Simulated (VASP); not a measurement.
# Te (C2/c) in VASP: single point with RPBE

Aim: the single point of Te with RPBE.

All numbers are computed with VASP 6.6.1; they aren't measurements. Logs are shortened: lines on timing, memory, paths and dates and some standing lists are left out, and cuts for length are marked.

### Step 1. The cell of the first run

The structure is monoclinic, space group C2/c (No. 15). The conventional cell has a = 3.298 Å, b = 13.143 Å, c = 5.530 Å, α = 90.00°, β = 90.69°, γ = 90.00°. Within 4.0 Å of Te (site symmetry 2) lie 4 Te at 3.02 to 3.30 Å.

### Step 2. Single point, RPBE (59.93 Å³/atom)

Input file INCAR:

```
ALGO = Normal ; EDIFF = 1E-7
ENCUT = 520 ; GGA = RP
ISIF = 2 ; ISMEAR = -1
LASPH = True ; LCHARG = False
LREAL = False ; LWAVE = False
NBANDS = 13 ; NELM = 80
PREC = Accurate ; SIGMA = 0.1
```

Input file KPOINTS:

```
k-points
0
Gamma
  13 13 7
```

Input file POSCAR:

```
Te
1.0
   -4.8479049428      4.4458261026      1.6242569389
    4.4458261026     -4.8479049428      1.6242569389
    4.2619935672      4.2619935672     -2.3606650711
Te
2
Direct
    0.0786997116      0.9213002884      0.0000000000
    0.6713002884      0.3286997116      0.5000000000
```

Potentials or basis: VASP PAW PBE potentials, release 64 (Te).

Run with:

```bash
> cat potpaw_PBE.64/Te/POTCAR > POTCAR
> mpirun -np 1 vasp_std > vasp.out
```

OUTCAR:

```text
EDIFF = 1E-7
   ENCUT = 520
   GGA = RP
   ISIF = 2
   ISMEAR = -1
   LASPH = True
   LREAL = False
   NELM = 80
   PREC = Accurate

 ion  position               nearest neighbor table
   1  0.079  0.921  0.000-   2 3.02   2 3.02
   2  0.671  0.329  0.500-   1 3.02   1 3.02

  Warning from LATTYP: Got some problem with cell dimensions!
  Tried to take original basis but could not verify dimensions!
  LATTYP: Found a base centered monoclinic cell.
 ALAT       =     3.2979049716
 B/A-ratio  =     3.9853545213
 C/A-ratio  =     1.6769662909
 COS(beta)  =    -0.0120506121

  Lattice vectors:

 A1 = (  -4.8479049428,   4.4458261026,   1.6242569389)
 A2 = (   4.4458261026,  -4.8479049428,   1.6242569389)
 A3 = (   3.8599147270,   3.8599147270,   0.8878488067)

Analysis of symmetry for initial positions (statically):
=====================================================================
 Subroutine PRICEL returns:
 Original cell was already a primitive cell.

 Routine SETGRP: Setting up the symmetry group for a
 base centered monoclinic supercell.

 Subroutine GETGRP returns: Found  4 space group operations
 (whereof  2 operations were pure point group operations)
 out of a pool of  4 trial point group operations.

The static configuration has the point symmetry C_2 .
 The point group associated with its full space group is C_2h.

Analysis of symmetry for dynamics (positions and initial velocities):
=====================================================================
 Subroutine PRICEL returns:
 Original cell was already a primitive cell.

 Routine SETGRP: Setting up the symmetry group for a
 base centered monoclinic supercell.

 Subroutine GETGRP returns: Found  4 space group operations
 (whereof  2 operations were pure point group operations)
 out of a pool of  4 trial point group operations.

The dynamic configuration has the point symmetry C_2 .
 The point group associated with its full space group is C_2h.

 Subroutine INISYM returns: Found  4 space group operations
 (whereof  2 operations are pure point group operations),
 and found     1 'primitive' translations

----------------------------------------------------------------------------------------

                                     Primitive cell

  volume of cell :     119.8517

  direct lattice vectors                    reciprocal lattice vectors
[... 88 lines left out ...]
   LREAL  =      F    real-space projection
   EDIFFG = 0.1E-05   stopping-criterion for IOM
   NSW    =      0    number of steps for IOM
   IBRION =     -1    ionic relax: 0-MD 1-quasi-New 2-CG
   NFREE  =      0    steps in history (QN), initial steepest desc. (CG)
   ISIF   =      2    stress and relaxation
   ISYM   =      2    0-nonsym 1-usesym 2-fastsym
   POTIM  = 0.5000    time-step for ionic-motion
   TEBEG  =    0.0;   TEEND  =   0.0 temperature during run
   PSTRESS=    0.0 pullay stress
   NELECT =      12.0000    total number of electrons
   NUPDOWN=      -1.0000    fix difference up-down
   EMIN   =  10.00;   EMAX   =-10.00  energy-range for DOS
   EFERMI =   0.00;   METHOD = LEGACY
   ISMEAR =    -1;   SIGMA  =   0.10  broadening in eV -4-tet -1-fermi 0-gaus
   EFERMI_NEDOS =   21; number of points for ismear=-14 and -15
   IALGO  =     38    algorithm
   IMIX   =      4    mixing-type and parameters
     AMIX     =   0.40;   BMIX     =  1.00
     AMIX_MAG =   1.60;   BMIX_MAG =  1.00
  volume/ion in A,a.u.               =      59.93       404.40
  Fermi-wavevector in a.u.,A,eV,Ry     =   0.760187  1.436545  7.862596  0.577884
  Thomas-Fermi vector in A             =   1.859149
   LORBIT       =      0    0 simple, 1 ext, 2 COOP (PROOUT), +10 PAW based schemes
   GGA     = RP    functional components
   LHFCALC =     F    Hartree Fock is set to
   AEXX    =    0.0000 exact exchange contribution
   IVDW    =     0    specifies the selected vdW correction
   LEPSILON=     F    determine dielectric tensor
   LRPA    =     F    only Hartree local field effects (RPA)
 non-spin polarized calculation
  energy-cutoff  :      520.00
  volume of cell :      119.85
 maximum number of plane-waves:      3255
   NGX = 25   NGY = 25   NGZ = 25

 number of electron      12.0000000 magnetization

 Free energy of the ion-electron system (eV)
  ---------------------------------------------------
  ext. energy  EPLUGINS =         0.00000000
  ---------------------------------------------------
  free energy    TOTEN  =        -5.45796550 eV

  energy without entropy =       -5.41689418  energy(sigma->0) =       -5.43742984

 E-fermi :   1.0995     XC(G=0):  -6.1676

 val. band max:        1.0952608152   @ k =  -0.2308   0.4615   0.1429
 cond. band min:       1.1004322616   @ k =  -0.1538   0.3846   0.1429
 fundamental gap:      0.0051714464
 Fermi energy:         1.0994921775

 k-point     1 :       0.0000    0.0000    0.0000
  band No.  band energies     occupation
      1     -11.3368      2.00000
      2      -8.8785      2.00000
      3      -3.5279      2.00000
      4      -1.0152      2.00000
      5      -0.4627      2.00000
      6       2.5178      0.00000
      7       2.6426      0.00000
      8       4.4979      0.00000
      9       4.9176      0.00000
     10       7.5334      0.00000
     11       8.0493      0.00000
     12       8.4610      0.00000
     13      10.9328      0.00000
[... 354 lines left out ...]
  band No.  band energies     occupation
      1      -9.5540      2.00000
      2      -8.7405      2.00000
      3      -2.4721      2.00000
      4      -1.7450      2.00000
      5      -1.4537      2.00000
      6      -0.5000      2.00000
      7       1.7903      0.00200
      8       3.3131      0.00000
      9       5.9741      0.00000
     10       6.7918      0.00000
     11       7.9475      0.00000
     12       8.2906      0.00000
     13       9.0217      0.00000

 [... further k-points ...]
[... 5 lines left out ...]
  --------------------------------------------------------------------------------------
  -------------------------------------------------------------------------------------
  Total       -1.1346738     -1.1346738     -1.1772431     -0.7891558     -0.0432690     -0.0432690
  in kB      -15.1683190    -15.1683190    -15.7373852    -10.5494343     -0.5784198     -0.5784201
  external PRESSURE =     -15.3580078 kB  Pullay stress =       0.0000000 kB

 VOLUME and BASIS-vectors are now :
 -----------------------------------------------------------------------------
  energy-cutoff  :      520.00
  volume of cell :      119.85
      direct lattice vectors                 reciprocal lattice vectors
    -4.847904943  4.445826103  1.624256939     0.037727521  0.145326933  0.330490299
     4.445826103 -4.847904943  1.624256939     0.145326933  0.037727521  0.330490299
     4.261993567  4.261993567 -2.360665071     0.125950721  0.125950721  0.031178638

 POSITION                                       TOTAL-FORCE (eV/Angst)
 -----------------------------------------------------------------------------------
      3.71441     -4.11649      1.62426        -0.198162      0.198162     -0.000000
      0.33794      3.52198      0.44392         0.198162     -0.198162      0.000000
 -----------------------------------------------------------------------------------
    total drift:                               -0.000000      0.000000     -0.000000

  FREE ENERGIE OF THE ION-ELECTRON SYSTEM (eV)
  ---------------------------------------------------
  free  energy   TOTEN  =        -5.4579654994 eV

  energy  without entropy=       -5.4168941817  energy(sigma->0) =       -5.43742984
```

stdout:

```text
POSCAR found type information on POSCAR Te
 POSCAR found :  1 types and       2 ions
 scaLAPACK will be used
 -----------------------------------------------------------------------------
|                                                                             |
|                                                                             |
|     You enforced a specific xc type in the INCAR file but a different       |
|     I HOPE YOU KNOW WHAT YOU ARE DOING!                                     |
|                                                                             |
 -----------------------------------------------------------------------------

 LDA part: xc-table for (Slater+PW92), standard interpolation
 POSCAR, INCAR and KPOINTS ok, starting setup
 FFT: planning ... GRIDC
 FFT: planning ... GRID_SOFT
 FFT: planning ... GRID
 WAVECAR not read
 entering main loop
```

It took 25 min on 1 thread of Intel Xeon 8259CL, shared host; peak memory 0.65 GiB.

What came out:

```yaml
Free_energy: -5.4580 eV
Pressure: -1.5 GPa
Largest_force: 0.280 eV/Å
Band_gap_on_the_k_mesh: zero (bands 6 and 7 overlap by 2.45 eV)
```

Forces on the atoms (eV/Å):
```
Te  -0.198  0.198  0.000
Te   0.198 -0.198  0.000
```

Caveat: the PAW data sets were made with another functional, which shifts forces and pressure a little; spin-orbit coupling is left out, which moves the levels of the heavy elements.
